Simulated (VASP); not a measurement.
Runs of VASP 6.6.1 on P. It takes space group Cmce (No. 64, orthorhombic). Conventional cell: a = 3.352 Å, b = 10.078 Å, c = 4.039 Å, α = 90.00°, β = 90.00°, γ = 90.00°. Within 3.0 Å of P (site symmetry m) lie 3 P at 2.23 to 2.24 Å. 

```tsv
k mesh	gap on the mesh (eV)	pressure (GPa)	largest force (eV/Å)
4 × 4 × 3	0.25	-0.3	(b)
2 × 2 × 1	0.74	9.4	0.63
5 × 5 × 4	none	-0.3	0.04
8 × 8 × 6	none	-0.5	0.03
9 × 9 × 7	none	-0.4	0.06
3 × 3 × 2	0.04	0.0	0.43
6 × 6 × 5	none	-0.4	(a)
```

Alike in all rows: task single point; level LDA; potentials or basis VASP PAW LDA potentials, release 64 (P); no spin polarisation; cell as given; cutoff (eV) 520; smearing fermi-dirac 0.05 eV.

Task: Fill in the values left out.

Result: (a) 0.09; (b) 0.17.

Caveats: some runs use coarse meshes.

A k mesh can miss the band edges.

A gap of «none» marks levels without a gap at the run's occupations.
